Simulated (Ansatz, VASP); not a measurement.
## Pd in VASP and in Ansatz

File INCAR:

```
SYSTEM = Pd
PREC = Accurate
ENCUT = 520
EDIFF = 1E-7
ISMEAR = -1
SIGMA = 0.05
LREAL = .FALSE.
LASPH = .TRUE.
NELM = 150
ALGO = Normal
ISIF = 2
LWAVE = .FALSE.
LCHARG = .FALSE.
ISPIN = 2
MAGMOM = 0.5 0.5
LORBIT = 11
LMAXMIX = 4
GGA = PS
NBANDS = 21
```

The input KPOINTS:

```
Automatic mesh
0
G
  15 15 8
  0 0 0
```

The input POSCAR:

```
Pd
1.0
    2.8216342304      0.0000000000      0.0000000000
   -1.4108171152      2.4436069237      0.0000000000
    0.0000000000      0.0000000000      4.7490331080
Pd
2
Direct
    0.3333333333      0.6666666667      0.2500000000
    0.6666666667      0.3333333333      0.7500000000
```

Input for Ansatz:

```yaml
crystal:
  lattice:
    - [2.8216342304, 0.0, 0.0]
    - [-1.4108171152, 2.4436069237, 0.0]
    - [0.0, 0.0, 4.749033108]
  atoms:
    - { symbol: Pd, position: [0.3333333333, 0.6666666667, 0.25], spin: 0.5 }
    - { symbol: Pd, position: [0.6666666667, 0.3333333333, 0.75], spin: 0.5 }
hamiltonian:
  xc: pbesol
  pseudopotentials:
    kind: paw
    azcp:
      Pd: "pseudopotentials/Pd.paw.azcp"
basis:
  ecutwfc: 420
  fft_grid_basis: typed
kpoints:
  mp_grid: { grid: [15, 15, 8], shift: [0, 0, 0] }
magnetization:
  spin_polarized: true
scf:
  occupations: { method: fermi_dirac, width: 0.05 }
  lower_state_search: "off"
output:
  stress: true
  write_density: true
  write_potential: true
  elf: true
  volumetric_format: npy
```

Alike in both runs: task single point; functional PBEsol; k mesh 15 × 15 × 8; occupations fermi-dirac, width 0.05 eV; collinear spin.

|  | VASP | Ansatz |
| --- | --- | --- |
| version | VASP 6.6.1 | Ansatz 0.2.0 |
| potentials or method | VASP PAW PBE potentials, release 64 (Pd), cutoff 520 eV | plane waves (420 eV) with PAW, scalar-relativistic |
| valence electrons in the cell | 20 | 36 |

```tsv
	VASP	Ansatz	Ansatz less VASP
pressure (GPa)	-16.6	-16.4	+0.19
traceless stress, the component that is largest in VASP (GPa)	-0.59	-0.54	+0.044
net moment per atom (μB)	0.35	0.35	-0.002
size of the moment on the site where the two differ most (μB)	0.35	0.35	+0.005
```

VASP's potentials were made for PBE, not for PBEsol, and Ansatz warns of the same on its side. Site moments also hang on the region over which each program counts them. VASP's potentials hold 20 valence electrons a cell and Ansatz's 36, so a difference there can come from the potentials and not from the codes.
